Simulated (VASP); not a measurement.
# Ge4I (C2/m) in VASP: further runs

Ge4I is run at these levels: LDA; tasks: single point.

Program: VASP 6.6.1. These are calculated values, not measurements. Logs are shortened: lines on timing, memory, paths and dates and some standing lists are left out, and cuts for length are marked.

### Step 1. The cell of the first run

It takes space group C2/m (No. 12, monoclinic). The conventional cell has a = 5.251 Å, b = 3.326 Å, c = 10.045 Å, α = 90.00°, β = 99.18°, γ = 90.00°. Within 3.4 Å of Ge (site symmetry m) lie 9 Ge at 2.56 to 3.33 Å and 3 I at 2.90 to 3.04 Å. Within 3.4 Å of Ge (site symmetry m) lie 12 Ge at 2.53 to 3.33 Å. I (site symmetry 2/m) has 6 Ge at 2.90 to 3.04 Å and 6 I at 3.11 to 3.33 Å within 3.8 Å.

### Step 2. Single point, LDA

The input, INCAR:

```
PREC     = Accurate       # precision mode
ENCUT    = 520            # plane-wave cutoff, eV
EDIFF    = 1E-7           # SCF threshold, eV
ISMEAR   = -1             # smearing method
SIGMA    = 0.05           # smearing width, eV
LREAL    = False          # projectors in reciprocal space
LASPH    = True           # aspherical terms in the spheres
NELM     = 100            # most SCF steps
ALGO     = Normal         # electronic algorithm
ISIF     = 2              # what is computed and relaxed
LWAVE    = False          # write WAVECAR
LCHARG   = False          # write CHGCAR
GGA      = CA             # functional
NBANDS   = 40             # bands
```

The input, KPOINTS:

```
regular mesh
0
Gamma
  7 7 2
```

The input, POSCAR:

```
Ge4I
1.0
    2.6249422208     -1.6629124501     -0.0607703988
    2.6249422208      1.6629124501     -0.0607703988
   -1.3728105978      0.0000000000      9.9510256836
Ge I
4 1
Direct
    0.5500121321      0.5500121321      0.7687456242
    0.8471534677      0.8471534677      0.5890238080
    0.1528465323      0.1528465323      0.4109761920
    0.4499878679      0.4499878679      0.2312543758
    0.0000000000      0.0000000000      0.0000000000
```

Potentials or basis: VASP PAW LDA potentials, release 64 (Ge_d, I).

Started as:

```bash
cat potpaw_LDA.64/Ge_d/POTCAR potpaw_LDA.64/I/POTCAR > POTCAR
mpirun -np 1 vasp_std > vasp.out
```

OUTCAR:

```text
PREC = Accurate
   ENCUT = 520
   EDIFF = 1E-7
   ISMEAR = -1
   LREAL = False
   LASPH = True
   NELM = 100
   ISIF = 2
   GGA = CA

 ion  position               nearest neighbor table
   1  0.550  0.550  0.769-   2 2.56   2 2.56   2 2.57   5 2.90   5 2.90   5 3.04
   2  0.847  0.847  0.589-   3 2.53   3 2.53   1 2.56   1 2.56   1 2.57   3 2.59
   3  0.153  0.153  0.411-   2 2.53   2 2.53   4 2.56   4 2.56   4 2.57   2 2.59
   4  0.450  0.450  0.231-   3 2.56   3 2.56   3 2.57   5 2.90   5 2.90   5 3.04
   5  0.000  0.000  0.000-   1 2.90   1 2.90   4 2.90   4 2.90   1 3.04   4 3.04

  LATTYP: Found a base centered monoclinic cell.
 ALAT       =     5.2512911570
 B/A-ratio  =     0.6333346982
 C/A-ratio  =     1.9129149898
 COS(beta)  =    -0.1595535145

  Lattice vectors:

 A1 = (   2.6249422208,  -1.6629124501,  -0.0607703988)
 A2 = (   2.6249422208,   1.6629124501,  -0.0607703988)
 A3 = (  -1.3728105978,   0.0000000000,   9.9510256836)

Analysis of symmetry for initial positions (statically):
=====================================================================
 Subroutine PRICEL returns:
 Original cell was already a primitive cell.

 Routine SETGRP: Setting up the symmetry group for a
 base centered monoclinic supercell.

 Subroutine GETGRP returns: Found  4 space group operations
 (whereof  4 operations were pure point group operations)
 out of a pool of  4 trial point group operations.

The static configuration has the point symmetry C_2h.

Analysis of symmetry for dynamics (positions and initial velocities):
=====================================================================
 Subroutine PRICEL returns:
 Original cell was already a primitive cell.

 Routine SETGRP: Setting up the symmetry group for a
 base centered monoclinic supercell.

 Subroutine GETGRP returns: Found  4 space group operations
 (whereof  4 operations were pure point group operations)
 out of a pool of  4 trial point group operations.

The dynamic configuration has the point symmetry C_2h.

 Subroutine INISYM returns: Found  4 space group operations
 (whereof  4 operations are pure point group operations),
 and found     1 'primitive' translations

----------------------------------------------------------------------------------------

                                     Primitive cell

  volume of cell :      86.5960

  direct lattice vectors                    reciprocal lattice vectors
     2.624942221 -1.662912450 -0.060770399     0.191090699 -0.300677285  0.026362241
     2.624942221  1.662912450 -0.060770399     0.191090699  0.300677285  0.026362241
    -1.372810598  0.000000000  9.951025684     0.002333962  0.000000000  0.100814139

  length of vectors
     3.107940238  3.107940238 10.045273570     0.357235850  0.357235850  0.100841152

  position of ions in fractional coordinates (direct lattice)
     0.550012132  0.550012132  0.768745624
     0.847153468  0.847153468  0.589023808
     0.152846532  0.152846532  0.410976192
     0.449987868  0.449987868  0.231254376
     0.000000000  0.000000000  0.000000000

  ion indices of the primitive-cell ions
   primitive index   ion index
                 1           1
                 2           2
                 3           3
                 4           4
                 5           5

----------------------------------------------------------------------------------------

 KPOINTS: regular mesh

Automatic generation of k-mesh.
 Grid dimensions read from file:
 generate k-points for:    7    7    2

 Generating k-lattice:

  Cartesian coordinates                     Fractional coordinates (reciprocal lattice)
     0.027298671 -0.042953898  0.003766034     0.142857143 -0.000000000  0.000000000
     0.027298671  0.042953898  0.003766034    -0.000000000  0.142857143  0.000000000
     0.001166981  0.000000000  0.050407070     0.000000000  0.000000000  0.500000000

  Length of vectors
     0.051033693  0.051033693  0.050420576

  Shift w.r.t. Gamma in fractional coordinates (k-lattice)
     0.000000000  0.000000000  0.000000000

 Subroutine IBZKPT returns following result:
 ===========================================

 Found     32 irreducible k-points:

 Following reciprocal coordinates:
            Coordinates               Weight
  0.000000  0.000000  0.000000      1.000000
  0.142857 -0.000000 -0.000000      4.000000
  0.285714  0.000000  0.000000      4.000000
  0.428571  0.000000 -0.000000      4.000000
  0.142857  0.142857 -0.000000      2.000000
  0.285714  0.142857 -0.000000      4.000000
[... 16 lines left out ...]
  0.428571  0.142857  0.500000      4.000000
 -0.428571  0.142857  0.500000      4.000000
 [... further k-points ...]
   k-points           NKPTS =     32   k-points in BZ     NKDIM =     32   number of bands    NBANDS=     40
   number of dos      NEDOS =    301   number of ions     NIONS =      5
   total plane-waves  NPLWV =  46080
   dimension x,y,z NGX =    24 NGY =   24 NGZ =   80
   dimension x,y,z NGXF=    48 NGYF=   48 NGZF=  160
   ions per type =               4   1
   NGX,Y,Z   is equivalent  to a cutoff of  12.84, 12.84, 13.24 a.u.
   NGXF,Y,Z  is equivalent  to a cutoff of  25.68, 25.68, 26.48 a.u.
 SYSTEM =  unknown system
   PREC   = accura    normal or accurate (medium, high low for compatibility)
   ISTART =      0    job   : 0-new  1-cont  2-samecut
   ICHARG =      2    charge: 1-file 2-atom 10-const
   ISPIN  =      1    spin polarized calculation?
   LNONCOLLINEAR =      F non collinear calculations
   LSORBIT =      F    spin-orbit coupling
   LASPH  =      T    aspherical Exc in radial PAW
   ENCUT  =  520.0 eV  38.22 Ry    6.18 a.u.   5.78  5.78 18.68*2*pi/ulx,y,z
   NELM   =    100;   NELMIN=  2; NELMDL= -5     # of ELM steps
   EDIFF  = 0.1E-06   stopping-criterion for ELM
   LREAL  =      F    real-space projection
   EDIFFG = 0.1E-05   stopping-criterion for IOM
   NSW    =      0    number of steps for IOM
   IBRION =     -1    ionic relax: 0-MD 1-quasi-New 2-CG
   NFREE  =      0    steps in history (QN), initial steepest desc. (CG)
   ISIF   =      2    stress and relaxation
   ISYM   =      2    0-nonsym 1-usesym 2-fastsym
   POTIM  = 0.5000    time-step for ionic-motion
   TEBEG  =    0.0;   TEEND  =   0.0 temperature during run
   PSTRESS=    0.0 pullay stress
   NELECT =      63.0000    total number of electrons
   NUPDOWN=      -1.0000    fix difference up-down
   EMIN   =  10.00;   EMAX   =-10.00  energy-range for DOS
   EFERMI =   0.00;   METHOD = LEGACY
   ISMEAR =    -1;   SIGMA  =   0.05  broadening in eV -4-tet -1-fermi 0-gaus
   EFERMI_NEDOS =   21; number of points for ismear=-14 and -15
   IALGO  =     38    algorithm
   IMIX   =      4    mixing-type and parameters
     AMIX     =   0.40;   BMIX     =  1.00
     AMIX_MAG =   1.60;   BMIX_MAG =  1.00
  volume/ion in A,a.u.               =      17.32       116.88
  Fermi-wavevector in a.u.,A,eV,Ry     =   1.472389  2.782411 29.496455  2.167928
  Thomas-Fermi vector in A             =   2.587409
   LORBIT       =      0    0 simple, 1 ext, 2 COOP (PROOUT), +10 PAW based schemes
   GGA     = CA    functional components
   LHFCALC =     F    Hartree Fock is set to
   AEXX    =    0.0000 exact exchange contribution
   IVDW    =     0    specifies the selected vdW correction
   LEPSILON=     F    determine dielectric tensor
   LRPA    =     F    only Hartree local field effects (RPA)
 non-spin polarized calculation
  energy-cutoff  :      520.00
  volume of cell :       86.60
 maximum number of plane-waves:      2349
   NGX = 11   NGY = 11   NGZ = 37

 number of electron      62.9999994 magnetization

 Free energy of the ion-electron system (eV)
  ---------------------------------------------------
  ext. energy  EPLUGINS =         0.00000000
  ---------------------------------------------------
  free energy    TOTEN  =       -20.01658732 eV

  energy without entropy =      -20.00775115  energy(sigma->0) =      -20.01216923

 E-fermi :   9.1596     XC(G=0): -12.1111

 val. band max:        9.1330084429   @ k =  -0.1429   0.1429   0.5000
 cond. band min:       9.2390909792   @ k =   0.2857   0.0000   0.0000
 fundamental gap:      0.1060825363
 Fermi energy:         9.1596300426

 k-point     1 :       0.0000    0.0000    0.0000
  band No.  band energies     occupation
      1     -15.8831      2.00000
      2     -15.8595      2.00000
      3     -15.7841      2.00000
      4     -15.7792      2.00000
      5     -15.7405      2.00000
      6     -15.7147      2.00000
[... 32 lines left out ...]
     39      16.4237      0.00000
     40      17.0417      0.00000

 k-point     2 :       0.1429   -0.0000   -0.0000
  band No.  band energies     occupation
      1     -15.8724      2.00000
      2     -15.8579      2.00000
      3     -15.7835      2.00000
      4     -15.7678      2.00000
      5     -15.7339      2.00000
      6     -15.7326      2.00000
[... 32 lines left out ...]
     39      16.9523      0.00000
     40      17.1158      0.00000

 k-point     3 :       0.2857    0.0000    0.0000
  band No.  band energies     occupation
      1     -15.8560      2.00000
      2     -15.8477      2.00000
      3     -15.7920      2.00000
      4     -15.7498      2.00000
      5     -15.7357      2.00000
      6     -15.7125      2.00000
[... 32 lines left out ...]
     39      15.5312      0.00000
     40      16.3187      0.00000

 k-point     4 :       0.4286    0.0000   -0.0000
  band No.  band energies     occupation
      1     -15.8548      2.00000
      2     -15.8387      2.00000
      3     -15.7856      2.00000
      4     -15.7466      2.00000
      5     -15.7137      2.00000
      6     -15.7068      2.00000
[... 32 lines left out ...]
     39      14.4388      0.00000
     40      15.3587      0.00000
[... 772 lines left out ...]
     39      16.0399      0.00000
     40      16.6617      0.00000

 k-point    23 :       0.4286    0.1429    0.5000
  band No.  band energies     occupation
      1     -15.8547      2.00000
      2     -15.8386      2.00000
      3     -15.7817      2.00000
      4     -15.7642      2.00000
      5     -15.7302      2.00000
      6     -15.7190      2.00000
[... 32 lines left out ...]
     39      15.9945      0.00000
     40      16.9991      0.00000

 k-point    24 :      -0.4286    0.1429    0.5000
  band No.  band energies     occupation
      1     -15.8513      2.00000
      2     -15.8286      2.00000
      3     -15.7769      2.00000
      4     -15.7649      2.00000
      5     -15.7132      2.00000
      6     -15.7066      2.00000
[... 32 lines left out ...]
     39      16.0805      0.00000
     40      16.9702      0.00000

 [... further k-points ...]

------------------------ aborting loop because EDIFF is reached ----------------------------------------

  FORCE on cell =-STRESS in cart. coord.  units (eV):
  Direction    XX          YY          ZZ          XY          YZ          ZX
  --------------------------------------------------------------------------------------
  -------------------------------------------------------------------------------------
  Total       10.9141579     10.9195634     10.9348519      0.0000000      0.0000000     -0.0063593
  in kB      201.9310636    202.0310748    202.3139387      0.0000000      0.0000000     -0.1176578
  external PRESSURE =     202.0920257 kB  Pullay stress =       0.0000000 kB

 VOLUME and BASIS-vectors are now :
 -----------------------------------------------------------------------------
  energy-cutoff  :      520.00
  volume of cell :       86.60
      direct lattice vectors                 reciprocal lattice vectors
     2.624942221 -1.662912450 -0.060770399     0.191090699 -0.300677285  0.026362241
     2.624942221  1.662912450 -0.060770399     0.191090699  0.300677285  0.026362241
    -1.372810598  0.000000000  9.951025684     0.002333962  0.000000000  0.100814139

 POSITION                                       TOTAL-FORCE (eV/Angst)
 -----------------------------------------------------------------------------------
      1.83216      0.00000      7.58296         0.000426      0.000000      0.013567
      3.63884      0.00000      5.75843         0.001971      0.000000      0.005112
      0.23823      0.00000      4.07106        -0.001971      0.000000     -0.005112
      2.04492      0.00000      2.24653        -0.000426      0.000000     -0.013567
      0.00000      0.00000      0.00000         0.000000      0.000000      0.000000
 -----------------------------------------------------------------------------------
    total drift:                                0.000000     -0.000000      0.000000

  FREE ENERGIE OF THE ION-ELECTRON SYSTEM (eV)
  ---------------------------------------------------
  free  energy   TOTEN  =       -20.0165873150 eV

  energy  without entropy=      -20.0077511526  energy(sigma->0) =      -20.01216923
```

It took 2.1 min on 1 thread of AMD EPYC 7R13 (Zen 3), shared host; peak memory 0.2 GiB.

Results:

```yaml
Free_energy: -20.0166 eV
Pressure: 20.2 GPa
Largest_force: 0.014 eV/Å
Band_gap_on_the_k_mesh: zero (an odd number of electrons rules out a gap without spin polarisation)
```

Forces on the atoms (eV/Å):
```
Ge   0.000  0.000  0.014
Ge   0.002  0.000  0.005
Ge  -0.002  0.000 -0.005
Ge   0.000  0.000 -0.014
I    0.000  0.000  0.000
```

Caveat: the cell stands under pressure; spin-orbit coupling is left out, which moves the levels of the heavy elements; an odd number of electrons without spin polarisation forces a metal; a magnetic or distorted state may lie lower.

### Step 3. Single point, LDA

This run uses another cell than the first one, of 16.27 Å³/atom.

The input, INCAR:

```
  ALGO = Normal
  EDIFF = 1E-6
  ENCUT = 520
  ISIF = 2
  ISMEAR = -1
  LASPH = True
  LCHARG = True
  LELF = True
  LREAL = False
  LVHAR = True
  LWAVE = False
  NBANDS = 40
  NELM = 60
  PREC = Accurate
  SIGMA = 0.05
```

The input, KPOINTS:

```
k-points
0
Gamma
  7 7 2
```

The input, POSCAR:

```
Ge4I
1.0
    2.5622765727     -1.6274152059     -0.0606126001
    2.5622765727      1.6274152059     -0.0606126001
   -1.3461543870      0.0000000000      9.7845799927
Ge I
4 1
Direct
    0.5473756352      0.5473756352      0.7703340728
    0.8468031206      0.8468031206      0.5895858692
    0.1531968794      0.1531968794      0.4104141308
    0.4526243648      0.4526243648      0.2296659272
    0.0000000000      0.0000000000      0.0000000000
```

Potentials or basis: VASP PAW LDA potentials, release 64 (Ge_d, I).

Started as:

```bash
cat potpaw_LDA.64/Ge_d/POTCAR potpaw_LDA.64/I/POTCAR > POTCAR
mpirun -np 1 vasp_std > vasp.out
```

Wall time 2.2 min (1 thread of AMD EPYC 7R13 (Zen 3), shared host); peak memory 0.19 GiB.

The run converged. Its results:

- Free energy: -19.1950 eV
- Pressure: 29.9 GPa
- Largest force: 0.017 eV/Å
- Band gap on the k mesh: zero (an odd number of electrons rules out a gap without spin polarisation)

Forces in eV/Å, atoms in the order of the input:
```
Ge   0.000  0.000  0.017
Ge   0.001  0.000  0.003
Ge  -0.001  0.000 -0.003
Ge   0.000  0.000 -0.017
I    0.000  0.000  0.000
```

Levels at points of the mesh, in eV from the Fermi level:
```tsv
k point	band 30	band 31	band 32	band 33	band 34	band 35
(0.00, 0.00, 0.00)	2.64	4.11	4.35	5.01	5.09	5.86
(0.00, 0.00, 0.50)	2.81	3.63	4.05	4.41	4.91	5.69
```

Caveat: the cell stands under pressure; spin-orbit coupling is left out, which moves the levels of the heavy elements; an odd number of electrons without spin polarisation forces a metal; a magnetic or distorted state may lie lower.

The gap in the log of VASP goes by the Fermi energy; the results here count the filled bands.